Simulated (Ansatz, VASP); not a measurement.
**One calculation of ZnSnN2, two programs**

```
CELL_PARAMETERS angstrom
4.53600 0.00000 0.00000
-2.26800 3.92829 0.00000
0.00000 0.00000 10.00235
ATOMIC_POSITIONS crystal
Zn 0.00000 0.00000 0.00000
Sn 0.66667 0.33333 0.00000
N 0.00000 0.00000 0.55511
N 0.00000 0.00000 0.44489
```

Alike in both runs: functional PBE; k mesh 12 × 12 × 6; occupations gaussian, width 0.1 eV; no spin polarisation.

Ansatz relaxed the structure, and its values are those at the end. VASP's run is a single point on that final structure, the one shown.

```csv
,VASP,Ansatz
version,VASP 6.6.1,Ansatz 0.2.0
potentials or method,"VASP PAW PBE potentials, release 64 (Zn, Sn_d, N), cutoff 520 eV","scalar-relativistic, plane waves, PAW"
valence electrons in the cell,36,36
```

Ansatz gave:

* gap on the k mesh at the Fermi level (eV): none
* pressure (GPa): 0.0
* rms of the force components (eV/Å): 0.003

Problem. Estimate VASP's values.

Solution. gap on the k mesh at the Fermi level (eV): none; pressure (GPa): 0.5; rms of the force components (eV/Å): 0.711.

A gap of «none» marks a metal or a gap that the smearing closes. One of these differences is far larger than is usual between the two programs; its cause wasn't traced.

Noted on VASP's run: the standard files for N, O and F lose accuracy on very short bonds.
